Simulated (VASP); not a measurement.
Input of a VASP 6.6.1 run:

Contents of INCAR:

```
PREC     = Accurate       # precision mode
ENCUT    = 520            # plane-wave cutoff, eV
EDIFF    = 1E-7           # SCF threshold, eV
ISMEAR   = 0              # smearing method
SIGMA    = 0.05           # smearing width, eV
LREAL    = F              # projectors in reciprocal space
LASPH    = T              # aspherical terms in the spheres
NELM     = 60             # most SCF steps
ALGO     = Normal         # electronic algorithm
ISIF     = 2              # what is computed and relaxed
LWAVE    = F              # write WAVECAR
LCHARG   = F              # write CHGCAR
GGA      = CA             # functional
NBANDS   = 11             # bands
```

KPOINTS

```
Automatic mesh
0
Gamma
  12 12 12
```

Contents of POSCAR:

```
Si
1.0
    0.0000000000      2.7244309316      2.6535349594
    2.7244309316      0.0000000000      2.6535349594
    2.7244309316      2.7244309316      0.0000000000
Si
2
Direct
    0.5000000000      0.5000000000      0.5000000000
    0.7500000000      0.7500000000      0.7500000000
```

Potentials or basis: VASP PAW LDA potentials, release 64 (Si).

Command:

```bash
$ cat potpaw_LDA.64/Si/POTCAR > POTCAR
$ mpirun -np 1 vasp_std > vasp.out
```

**Question.** Predict the pressure.

**Answer.** 0.1 GPa.

**Question.** What does it give for the band gap on the k mesh?

**Answer.** 0.16 eV, indirect (least direct gap 2.35 eV).

Stress tensor (GPa, compression positive):
```
-0.74  0.00  0.00
 0.00 -0.74  0.00
 0.00  0.00  1.69
```

Caveat: the cell differs from its parent crystal (strain +e along x and -e along y +0.0000, strain +e along z and -e/2 along x and y -0.0175). A k mesh can miss the band edges.
